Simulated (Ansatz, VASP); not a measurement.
Two plane-wave programs on Be2I

```
Be I
1.0
     3.96001    0.00000    0.00000
     0.00000    3.96001    0.00000
     0.00000    0.00000    5.60030
Be I
2 1
Direct
  0.50000 0.00000 0.75000
  0.00000 0.50000 0.25000
  0.00000 0.00000 0.00000
```

Change from the starting cell: ordered vacancies on the anion sites of zinc blende (P-4m2, No. 115).

Alike in both runs: task single point; functional PBE; k mesh 4 × 4 × 4; occupations gaussian, width 0.1 eV; no spin polarisation.

```csv
,VASP,Ansatz
version,VASP 6.6.1,Ansatz 0.2.0
potentials or method,"VASP PAW PBE potentials, release 64 (Be, I), cutoff 600 eV","scalar-relativistic, plane waves, PAW"
valence electrons in the cell,11,21
```

```tsv
	VASP	Ansatz	Ansatz less VASP
gap on the k mesh at the Fermi level (eV)	none	none	-
pressure (GPa)	-2.1	-2.1	-0.01
traceless stress, the component that is largest in VASP (GPa)	1.40	1.40	0.000
rms of the force components (eV/Å)	0.665	0.665	-0.0002
```

Atom by atom the forces differ by 0.000 eV/Å (rms over components). A gap of «none» marks a metal or a gap that the smearing closes. The functional is the same, so the differences come from potentials, cutoffs and numerics. VASP's potentials hold 11 valence electrons a cell and Ansatz's 21, so a difference there can come from the potentials and not from the codes.

The k mesh is coarse, so the values compare programs but aren't converged. Neither program's run includes spin-orbit coupling.
